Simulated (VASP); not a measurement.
Sc, 2 atoms in the cell. The structure is hexagonal, space group P6_3/mmc (No. 194). Conventional cell: a = 3.309 Å, b = 3.309 Å, c = 5.268 Å, α = 90.00°, β = 90.00°, γ = 120.00°. Sc (site symmetry -6m2) has 12 Sc at 3.25 to 3.31 Å within 4.3 Å. 

* Program: VASP 6.6.1
* Task: relaxation of cell and atoms
* Functional: PBEsol
* Potentials or basis: VASP PAW PBE potentials, release 64 (Sc_sv)
* Cutoff: 600 eV
* k mesh: 15 × 15 × 8
* Occupations: gaussian, width 0.1 eV
* Spin: no spin polarisation
* Dipole correction: no
* Further INCAR settings: ALGO = Normal; EDIFF = 1e-06; IBRION = 2; EDIFFG = -0.005; NSW = 100; ISIF = 3

Potentials or basis: VASP PAW PBE potentials, release 64 (Sc_sv).

Command:

```sh
$ cat potpaw_PBE.64/Sc_sv/POTCAR > POTCAR
$ mpirun -np 1 vasp_std > vasp.out
```

Hardware: 1 thread of Intel(R) Xeon(R) 6975P-C (Granite Rapids), on a shared host.

How long does it take, and how much memory?

It took 2.8 min on 1 thread of Intel(R) Xeon(R) 6975P-C (Granite Rapids), on a shared host, peak memory 0.26 GiB. Counts: scf iterations 42, k points 135, ion steps 6.
